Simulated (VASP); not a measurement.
# Pt (P6_3/mmc) in VASP: single point with PBE

Aim: the single point of Pt with PBE.

All numbers are computed with VASP 6.6.1; they aren't measurements. Logs are shortened: lines on timing, memory, paths and dates and some standing lists are left out, and cuts for length are marked.

### Step 1. The cell of the first run

Symmetry: P6_3/mmc, No. 194, hexagonal system. Conventional cell: a = 2.767 Å, b = 2.767 Å, c = 4.760 Å, α = 90.00°, β = 90.00°, γ = 120.00°. Pt (site symmetry -6m2) has 12 Pt at 2.77 to 2.87 Å within 3.6 Å.

This isn't the form of Pt at room conditions, which is fcc.

### Step 2. Single point, PBE, non-collinear spin, zero start, spin-orbit coupling (15.78 Å³/atom)

INCAR

```
SYSTEM = Pt
PREC     = Accurate       ! precision mode
ENCUT    = 520            ! plane-wave cutoff, eV
EDIFF    = 1E-6           ! SCF threshold, eV
ISMEAR   = 0              ! smearing method
SIGMA    = 0.05           ! smearing width, eV
LREAL    = .False.        ! projectors in reciprocal space
LASPH    = .True.         ! aspherical terms in the spheres
NELM     = 150            ! most SCF steps
ALGO     = Normal         ! electronic algorithm
ISIF     = 2              ! what is computed and relaxed
LWAVE    = .False.        ! write WAVECAR
LCHARG   = .True.         ! write CHGCAR
LNONCOLLINEAR= .True.         ! non-collinear magnetism
MAGMOM   = 0 0 0 0 0 0    ! initial moments
LORBIT   = 11             ! projections on sites
LSORBIT  = .True.         ! spin-orbit coupling
GGA_COMPAT= .False.      
LORBMOM  = .True.       
LMAXMIX  = 4              ! l up to which the mixer works
GGA      = PE             ! functional
LVHAR    = .True.       
NBANDS   = 32             ! bands
```

KPOINTS

```
Automatic mesh
0
Gamma
  18 18 10
  0 0 0
```

POSCAR

```
Pt
1.0
    2.7671568531      0.0000000000      0.0000000000
   -1.3835784266      2.3964281311      0.0000000000
    0.0000000000      0.0000000000      4.7602539084
Pt
2
Direct
    0.3333333333      0.6666666667      0.7500000000
    0.6666666667      0.3333333333      0.2500000000
```

Potentials or basis: VASP PAW PBE potentials, release 64 (Pt).

Launch:

```sh
$ cat potpaw_PBE.64/Pt/POTCAR > POTCAR
$ mpirun -np 1 vasp_ncl > vasp.out
```

OUTCAR:

```text
SYSTEM = Pt
   PREC = Accurate
   ENCUT = 520
   EDIFF = 1E-6
   ISMEAR = 0
   LREAL = .False.
   LASPH = .True.
   NELM = 150
   ISIF = 2
   LNONCOLLINEAR = .True.
   LORBIT = 11
   LSORBIT = .True.
   GGA = PE

 ion  position               nearest neighbor table
   1  0.333  0.667  0.750-   2 2.87   2 2.87   2 2.87   2 2.87   2 2.87   2 2.87
   2  0.667  0.333  0.250-   1 2.87   1 2.87   1 2.87   1 2.87   1 2.87   1 2.87

  LATTYP: Found a hexagonal cell.
 ALAT       =     2.7671568531
 C/A-ratio  =     1.7202689118

  Lattice vectors:

 A1 = (   2.7671568531,   0.0000000000,   0.0000000000)
 A2 = (  -1.3835784266,   2.3964281311,   0.0000000000)
 A3 = (   0.0000000000,   0.0000000000,   4.7602539084)

Analysis of symmetry for initial positions (statically):
=====================================================================
 Subroutine PRICEL returns:
 Original cell was already a primitive cell.

 Routine SETGRP: Setting up the symmetry group for a
 hexagonal supercell.

 Subroutine GETGRP returns: Found 24 space group operations
 (whereof 12 operations were pure point group operations)
 out of a pool of 24 trial point group operations.

The static configuration has the point symmetry D_3d.
 The point group associated with its full space group is D_6h.

Analysis of symmetry for dynamics (positions and initial velocities):
=====================================================================
 Subroutine PRICEL returns:
 Original cell was already a primitive cell.

 Routine SETGRP: Setting up the symmetry group for a
 hexagonal supercell.

 Subroutine GETGRP returns: Found 24 space group operations
 (whereof 12 operations were pure point group operations)
 out of a pool of 24 trial point group operations.

The dynamic configuration has the point symmetry D_3d.
 The point group associated with its full space group is D_6h.

Analysis of structural, dynamic, and magnetic symmetry:
=====================================================================
 Subroutine PRICEL returns:
 Original cell was already a primitive cell.

 Routine SETGRP: Setting up the symmetry group for a
 hexagonal supercell.

 Subroutine GETGRP returns: Found 24 space group operations
 (whereof 12 operations were pure point group operations)
 out of a pool of 24 trial point group operations.

The overall configuration has the point symmetry D_3d.
 The point group associated with its full space group is D_6h.

 Subroutine INISYM returns: Found 24 space group operations
 (whereof 12 operations are pure point group operations),
 and found     1 'primitive' translations

----------------------------------------------------------------------------------------

                                     Primitive cell

  volume of cell :      31.5666

  direct lattice vectors                    reciprocal lattice vectors
     2.767156853  0.000000000  0.000000000     0.361381755  0.208643854  0.000000000
    -1.383578427  2.396428131  0.000000000     0.000000000  0.417287707  0.000000000
     0.000000000  0.000000000  4.760253908     0.000000000  0.000000000  0.210072828

  length of vectors
     2.767156853  2.767156853  4.760253908     0.417287707  0.417287707  0.210072828

  position of ions in fractional coordinates (direct lattice)
     0.333333333  0.666666667  0.750000000
     0.666666667  0.333333333  0.250000000

  ion indices of the primitive-cell ions
   primitive index   ion index
                 1           1
                 2           2

----------------------------------------------------------------------------------------

 KPOINTS: Automatic mesh

Automatic generation of k-mesh.
 Grid dimensions read from file:
 generate k-points for:   18   18   10

 Generating k-lattice:

  Cartesian coordinates                     Fractional coordinates (reciprocal lattice)
[... 101 lines left out ...]

 number of electron      20.0000005 magnetization      -0.0000000     -0.0000000      0.0000000

 Free energy of the ion-electron system (eV)
  ---------------------------------------------------
  ext. energy  EPLUGINS =         0.00000000
  ---------------------------------------------------
  free energy    TOTEN  =       -12.88572360 eV

  energy without entropy =      -12.88200239  energy(sigma->0) =      -12.88386300

 E-fermi :  10.4627     XC(G=0): -13.2183

 val. band max:       10.4623399956   @ k =   0.3889   0.2222   0.3000
 cond. band min:      10.4658918872   @ k =   0.3333   0.0000   0.2000
 fundamental gap:      0.0035518915
 Fermi energy:        10.4627161086

 k-point     1 :       0.0000    0.0000    0.0000
  band No.  band energies     occupation
      1       0.6955      1.00000
      2       0.6955      1.00000
      3       3.3316      1.00000
      4       3.3316      1.00000
      5       6.2745      1.00000
      6       6.2745      1.00000
[... 829 lines left out ...]
     31      22.6634      0.00000
     32      22.6634      0.00000

 [... further k-points ...]

------------------------ aborting loop because EDIFF is reached ----------------------------------------

  FORCE on cell =-STRESS in cart. coord.  units (eV):
  Direction    XX          YY          ZZ          XY          YZ          ZX
  --------------------------------------------------------------------------------------
  -------------------------------------------------------------------------------------
  Total       -0.0610928     -0.0610928     -0.0811817      0.0000000      0.0000000      0.0000000
  in kB       -3.1007894     -3.1007894     -4.1204122      0.0000000      0.0000000      0.0000000
  external PRESSURE =      -3.4406637 kB  Pullay stress =       0.0000000 kB

 VOLUME and BASIS-vectors are now :
 -----------------------------------------------------------------------------
  energy-cutoff  :      520.00
  volume of cell :       31.57
      direct lattice vectors                 reciprocal lattice vectors
     2.767156853  0.000000000  0.000000000     0.361381755  0.208643854  0.000000000
    -1.383578427  2.396428131  0.000000000     0.000000000  0.417287707  0.000000000
     0.000000000  0.000000000  4.760253908     0.000000000  0.000000000  0.210072828

 POSITION                                       TOTAL-FORCE (eV/Angst)
 -----------------------------------------------------------------------------------
     -0.00000      1.59762      3.57019        -0.000000      0.000000      0.000000
      1.38358      0.79881      1.19006         0.000000     -0.000000      0.000000
 -----------------------------------------------------------------------------------
    total drift:                               -0.000000      0.000000     -0.000000

  FREE ENERGIE OF THE ION-ELECTRON SYSTEM (eV)
  ---------------------------------------------------
  free  energy   TOTEN  =       -12.8857236016 eV

  energy  without entropy=      -12.8820023903  energy(sigma->0) =      -12.88386300

 orbital moment (x)

 # of ion     p       d       tot
 ----------------------------------------
  1        -0.000  -0.000  -0.000
  2        -0.000   0.000   0.000
 ----------------------------------------
           -0.000  -0.000  -0.000

 orbital moment (y)

 # of ion     p       d       tot
 ----------------------------------------
  1         0.000  -0.000  -0.000
  2         0.000  -0.000  -0.000
 ----------------------------------------
            0.000  -0.000  -0.000

 orbital moment (z)

 # of ion     p       d       tot
 ----------------------------------------
  1         0.000   0.000   0.000
  2         0.000   0.000   0.000
 ----------------------------------------
            0.000   0.000   0.000

 Spin-Orbit-Coupling matrix elements

 Ion:    1  E_soc:     -0.7898881
 l=   1
     0.0000000    -0.0308404    -0.0328738
    -0.0308404     0.0000000    -0.0308404
    -0.0328738    -0.0308404     0.0000000
 l=   2
     0.0000000    -0.0208840     0.0000000    -0.0208840    -0.0766941
    -0.0208840     0.0000000    -0.0595905    -0.0209783    -0.0208840
     0.0000000    -0.0595905     0.0000000    -0.0595905     0.0000000
    -0.0208840    -0.0209783    -0.0595905     0.0000000    -0.0208840
    -0.0766941    -0.0208840     0.0000000    -0.0208840     0.0000000
 l=   3
     0.0000000     0.0000000     0.0000000     0.0000000     0.0000000     0.0000000     0.0000000
     0.0000000     0.0000000     0.0000000     0.0000000     0.0000000     0.0000000     0.0000000
     0.0000000     0.0000000     0.0000000     0.0000000     0.0000000     0.0000000     0.0000000
     0.0000000     0.0000000     0.0000000     0.0000000     0.0000000     0.0000000     0.0000000
     0.0000000     0.0000000     0.0000000     0.0000000     0.0000000     0.0000000     0.0000000
     0.0000000     0.0000000     0.0000000     0.0000000     0.0000000     0.0000000     0.0000000
     0.0000000     0.0000000     0.0000000     0.0000000     0.0000000     0.0000000     0.0000000

 Ion:    2  E_soc:     -0.7898881
 l=   1
     0.0000000    -0.0308404    -0.0328738
    -0.0308404     0.0000000    -0.0308404
    -0.0328738    -0.0308404     0.0000000
 l=   2
     0.0000000    -0.0208840     0.0000000    -0.0208840    -0.0766941
    -0.0208840     0.0000000    -0.0595905    -0.0209783    -0.0208840
     0.0000000    -0.0595905     0.0000000    -0.0595905     0.0000000
    -0.0208840    -0.0209783    -0.0595905     0.0000000    -0.0208840
    -0.0766941    -0.0208840     0.0000000    -0.0208840     0.0000000
 l=   3
     0.0000000     0.0000000     0.0000000     0.0000000     0.0000000     0.0000000     0.0000000
     0.0000000     0.0000000     0.0000000     0.0000000     0.0000000     0.0000000     0.0000000
     0.0000000     0.0000000     0.0000000     0.0000000     0.0000000     0.0000000     0.0000000
     0.0000000     0.0000000     0.0000000     0.0000000     0.0000000     0.0000000     0.0000000
     0.0000000     0.0000000     0.0000000     0.0000000     0.0000000     0.0000000     0.0000000
     0.0000000     0.0000000     0.0000000     0.0000000     0.0000000     0.0000000     0.0000000
     0.0000000     0.0000000     0.0000000     0.0000000     0.0000000     0.0000000     0.0000000

 total charge

# of ion       s       p       d       tot
------------------------------------------
    1        0.621   0.576   7.997   9.194
    2        0.621   0.576   7.997   9.194
--------------------------------------------------
tot          1.241   1.151  15.994  18.387

 magnetization (x)

# of ion       s       p       d       tot
------------------------------------------
    1       -0.000   0.000   0.000   0.000
    2       -0.000   0.000   0.000   0.000
--------------------------------------------------
tot         -0.000   0.000   0.000   0.000

 magnetization (y)

# of ion       s       p       d       tot
------------------------------------------
    1        0.000  -0.000   0.000   0.000
    2        0.000  -0.000   0.000   0.000
--------------------------------------------------
tot          0.000  -0.000   0.000   0.000

 magnetization (z)

# of ion       s       p       d       tot
------------------------------------------
    1        0.000   0.000   0.000   0.000
    2        0.000   0.000   0.000   0.000
--------------------------------------------------
tot          0.000   0.000   0.000   0.000
```

Run time: 2.9 min. Hardware: 1 thread of Intel Xeon 6975P-C (Granite Rapids), shared host; peak memory 0.45 GiB.

What came out:

```
Free energy                                           : -12.8857 eV
Pressure                                              : -0.3 GPa
Net moment                                            : 0.00 μB per cell
Valence electrons inside the program's atomic spheres : Pt 9.19
```

Stress tensor (GPa, compression positive):
```
-0.31  0.00  0.00
 0.00 -0.31  0.00
 0.00  0.00 -0.41
```

Moments on the atoms (μB; x, y, z):
```
Pt  0.00 0.00 0.00
Pt  0.00 0.00 0.00
```
